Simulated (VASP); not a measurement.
# Ru (Pm-3n) in VASP: further runs

Runs on Ru. Level: PBE. Tasks: single point.

Everything below comes from runs of VASP 6.6.1. Logs are shortened: lines on timing, memory, paths and dates and some standing lists are left out, and cuts for length are marked.

## 1. The cell of the first run

It takes space group Pm-3n (No. 223, cubic). The conventional cell has a = 4.846 Å, b = 4.846 Å, c = 4.846 Å, α = 90.00°, β = 90.00°, γ = 90.00°. Within 3.6 Å of Ru (site symmetry m-3) lie 12 Ru at 2.71 Å. Ru (site symmetry -4m2) has 14 Ru at 2.42 to 2.97 Å within 3.2 Å.

## 2. Single point, PBE

Contents of INCAR:

```
SYSTEM = Ru
  PREC = Accurate
  ENCUT = 520
  EDIFF = 1E-7
  ISMEAR = -1
  SIGMA = 0.1
  LREAL = .FALSE.
  LASPH = .TRUE.
  NELM = 100
  ALGO = Normal
  ISIF = 2
  LWAVE = .FALSE.
  LCHARG = .FALSE.
  GGA = PE
  NBANDS = 66
```

Contents of KPOINTS:

```
Automatic mesh
0
G
  6 6 6
  0 0 0
```

Contents of POSCAR:

```
Ru
1.0
    4.8462207896      0.0000000000      0.0000000000
    0.0000000000      4.8462207896      0.0000000000
    0.0000000000      0.0000000000      4.8462207896
Ru
8
Direct
    0.0000000000      0.0000000000      0.0000000000
    0.5000000000      0.5000000000      0.5000000000
    0.2500000000      0.0000000000      0.5000000000
    0.7500000000      0.0000000000      0.5000000000
    0.5000000000      0.2500000000      1.0000000000
    0.5000000000      0.7500000000      1.0000000000
    1.0000000000      0.5000000000      0.2500000000
    1.0000000000      0.5000000000      0.7500000000
```

Potentials or basis: VASP PAW PBE potentials, release 64 (Ru_pv).

On the command line:

```bash
$ cat potpaw_PBE.64/Ru_pv/POTCAR > POTCAR
$ mpirun -np 1 vasp_std > vasp.out
```

OUTCAR:

```text
SYSTEM = Ru
   PREC = Accurate
   ENCUT = 520
   EDIFF = 1E-7
   ISMEAR = -1
   LREAL = .FALSE.
   LASPH = .TRUE.
   NELM = 100
   ISIF = 2
   GGA = PE

 ion  position               nearest neighbor table
   1  0.000  0.000  0.000-   3 2.71   4 2.71   5 2.71   6 2.71   7 2.71   8 2.71   3 2.71   4 2.71
                             7 2.71   8 2.71   5 2.71   6 2.71
   2  0.500  0.500  0.500-   3 2.71   4 2.71   5 2.71   6 2.71   7 2.71   8 2.71   5 2.71   6 2.71
                             3 2.71   4 2.71   7 2.71   8 2.71
   3  0.250  0.000  0.500-   4 2.42   4 2.42   1 2.71   1 2.71   2 2.71   2 2.71   8 2.97   5 2.97
                             5 2.97   6 2.97   6 2.97   7 2.97   8 2.97   7 2.97
   4  0.750  0.000  0.500-   3 2.42   3 2.42   1 2.71   1 2.71   2 2.71   2 2.71   8 2.97   5 2.97
                             5 2.97   6 2.97   6 2.97   7 2.97   8 2.97   7 2.97
   5  0.500  0.250  0.000-   6 2.42   6 2.42   1 2.71   2 2.71   2 2.71   1 2.71   8 2.97   4 2.97
                             3 2.97   4 2.97   3 2.97   7 2.97   7 2.97   8 2.97
   6  0.500  0.750  0.000-   5 2.42   5 2.42   1 2.71   2 2.71   2 2.71   1 2.71   8 2.97   4 2.97
                             3 2.97   4 2.97   3 2.97   7 2.97   7 2.97   8 2.97
   7  0.000  0.500  0.250-   8 2.42   8 2.42   1 2.71   2 2.71   1 2.71   2 2.71   3 2.97   4 2.97
                             5 2.97   3 2.97   4 2.97   6 2.97   5 2.97   6 2.97
   8  0.000  0.500  0.750-   7 2.42   7 2.42   1 2.71   2 2.71   1 2.71   2 2.71   3 2.97   4 2.97
                             5 2.97   3 2.97   4 2.97   6 2.97   5 2.97   6 2.97

  LATTYP: Found a simple cubic cell.
 ALAT       =     4.8462207896

  Lattice vectors:

 A1 = (   4.8462207896,   0.0000000000,   0.0000000000)
 A2 = (   0.0000000000,   4.8462207896,   0.0000000000)
 A3 = (   0.0000000000,   0.0000000000,   4.8462207896)

Analysis of symmetry for initial positions (statically):
=====================================================================
 Subroutine PRICEL returns:
 Original cell was already a primitive cell.

 Routine SETGRP: Setting up the symmetry group for a
 simple cubic supercell.

 Subroutine GETGRP returns: Found 48 space group operations
 (whereof 24 operations were pure point group operations)
 out of a pool of 48 trial point group operations.

The static configuration has the point symmetry T_h .
 The point group associated with its full space group is O_h .

Analysis of symmetry for dynamics (positions and initial velocities):
=====================================================================
 Subroutine PRICEL returns:
 Original cell was already a primitive cell.

 Routine SETGRP: Setting up the symmetry group for a
 simple cubic supercell.

 Subroutine GETGRP returns: Found 48 space group operations
[... 121 lines left out ...]
   PSTRESS=    0.0 pullay stress
   NELECT =     112.0000    total number of electrons
   NUPDOWN=      -1.0000    fix difference up-down
   EMIN   =  10.00;   EMAX   =-10.00  energy-range for DOS
   EFERMI =   0.00;   METHOD = LEGACY
   ISMEAR =    -1;   SIGMA  =   0.10  broadening in eV -4-tet -1-fermi 0-gaus
   EFERMI_NEDOS =   21; number of points for ismear=-14 and -15
   IALGO  =     38    algorithm
   IMIX   =      4    mixing-type and parameters
     AMIX     =   0.40;   BMIX     =  1.00
     AMIX_MAG =   1.60;   BMIX_MAG =  1.00
  volume/ion in A,a.u.               =      14.23        96.01
  Fermi-wavevector in a.u.,A,eV,Ry     =   1.628337  3.077111 36.075597  2.651482
  Thomas-Fermi vector in A             =   2.720984
   LORBIT       =      0    0 simple, 1 ext, 2 COOP (PROOUT), +10 PAW based schemes
   GGA     = PE    functional components
   LHFCALC =     F    Hartree Fock is set to
   AEXX    =    0.0000 exact exchange contribution
   IVDW    =     0    specifies the selected vdW correction
   LEPSILON=     F    determine dielectric tensor
   LRPA    =     F    only Hartree local field effects (RPA)
 non-spin polarized calculation
  energy-cutoff  :      520.00
  volume of cell :      113.82
 maximum number of plane-waves:      3112
   NGX = 19   NGY = 19   NGZ = 19

 number of electron     112.0000095 magnetization

 Free energy of the ion-electron system (eV)
  ---------------------------------------------------
  ext. energy  EPLUGINS =         0.00000000
  ---------------------------------------------------
  free energy    TOTEN  =       -70.86458926 eV

  energy without entropy =      -70.49214561  energy(sigma->0) =      -70.67836744

 E-fermi :  12.1619     XC(G=0): -13.8088

 val. band max:       12.1562156459   @ k =   0.5000   0.5000   0.0000
 cond. band min:      12.1629360846   @ k =   0.3333   0.3333   0.0000
 fundamental gap:      0.0067204388
 Fermi energy:        12.1618515043

 k-point     1 :       0.0000    0.0000    0.0000
  band No.  band energies     occupation
      1     -31.8058      2.00000
      2     -31.8058      2.00000
      3     -31.7001      2.00000
      4     -31.1924      2.00000
      5     -31.1924      2.00000
      6     -31.1924      2.00000
[... 1369 lines left out ...]
     65      14.3578      0.00000
     66      14.3581      0.00000

------------------------ aborting loop because EDIFF is reached ----------------------------------------

  FORCE on cell =-STRESS in cart. coord.  units (eV):
  Direction    XX          YY          ZZ          XY          YZ          ZX
  --------------------------------------------------------------------------------------
  -------------------------------------------------------------------------------------
  Total       -0.0305302     -0.0305302     -0.0305302      0.0000000      0.0000000      0.0000000
  in kB       -0.4297640     -0.4297640     -0.4297640      0.0000000      0.0000000      0.0000000
  external PRESSURE =      -0.4297640 kB  Pullay stress =       0.0000000 kB

 VOLUME and BASIS-vectors are now :
 -----------------------------------------------------------------------------
  energy-cutoff  :      520.00
  volume of cell :      113.82
      direct lattice vectors                 reciprocal lattice vectors
     4.846220790  0.000000000  0.000000000     0.206346356  0.000000000  0.000000000
     0.000000000  4.846220790  0.000000000     0.000000000  0.206346356  0.000000000
     0.000000000  0.000000000  4.846220790     0.000000000  0.000000000  0.206346356

 POSITION                                       TOTAL-FORCE (eV/Angst)
 -----------------------------------------------------------------------------------
      0.00000      0.00000      0.00000        -0.000000      0.000000     -0.000000
      2.42311      2.42311      2.42311        -0.000000      0.000000     -0.000000
      1.21156      0.00000      2.42311        -0.000000     -0.000000      0.000000
      3.63467      0.00000      2.42311         0.000000      0.000000      0.000000
      2.42311      1.21156      0.00000         0.000000      0.000000     -0.000000
      2.42311      3.63467      0.00000         0.000000     -0.000000      0.000000
      0.00000      2.42311      1.21156         0.000000     -0.000000     -0.000000
      0.00000      2.42311      3.63467        -0.000000     -0.000000      0.000000
 -----------------------------------------------------------------------------------
    total drift:                                0.000000      0.000000     -0.000000

  FREE ENERGIE OF THE ION-ELECTRON SYSTEM (eV)
  ---------------------------------------------------
  free  energy   TOTEN  =       -70.8645892604 eV

  energy  without entropy=      -70.4921456118  energy(sigma->0) =      -70.67836744
```

It took 2.4 min on 1 thread of Intel Xeon 6975P-C, shared host; peak memory 0.26 GiB.

What came out:

* Free energy: -70.8646 eV
* Pressure: 0.0 GPa
* Band gap on the k mesh: zero (band 56 reaches 12.75 eV, above the bottom of band 57 at 11.89 eV)

## 3. Single point, PBE

Contents of INCAR:

```
SYSTEM = Ru
ALGO = Normal
EDIFF = 1E-6
ENCUT = 520
GGA = PE
ISIF = 2
ISMEAR = -1
LASPH = .TRUE.
LCHARG = .FALSE.
LREAL = .FALSE.
LWAVE = .FALSE.
NBANDS = 66
NELM = 100
PREC = Accurate
SIGMA = 0.1
```

Contents of KPOINTS:

```
k-points
0
G
  7 7 7
  0 0 0
```

POSCAR is that of step 2.

Potentials or basis: VASP PAW PBE potentials, release 64 (Ru_pv).

On the command line:

```bash
$ cat potpaw_PBE.64/Ru_pv/POTCAR > POTCAR
$ mpirun -np 1 vasp_std > vasp.out
```

Run time: 2.1 min. Hardware: 1 thread of Intel Xeon 6975P-C, shared host; peak memory 0.26 GiB.

The run converged. Its results:

```yaml
Free_energy: -70.9384 eV
Pressure: -0.2 GPa
Band_gap_on_the_k_mesh: zero (band 56 reaches 12.40 eV, above the bottom of band 57 at 11.90 eV)
```

Levels at points of the mesh, in eV from the Fermi level:
| k point | band 53 | band 54 | band 55 | band 56 | band 57 | band 58 | band 59 | band 60 |
| --- | --- | --- | --- | --- | --- | --- | --- | --- |
| (0.00, 0.00, 0.00) | -0.63 | -0.63 | -0.63 | -0.26 | -0.26 | 0.29 | 0.29 | 0.96 |
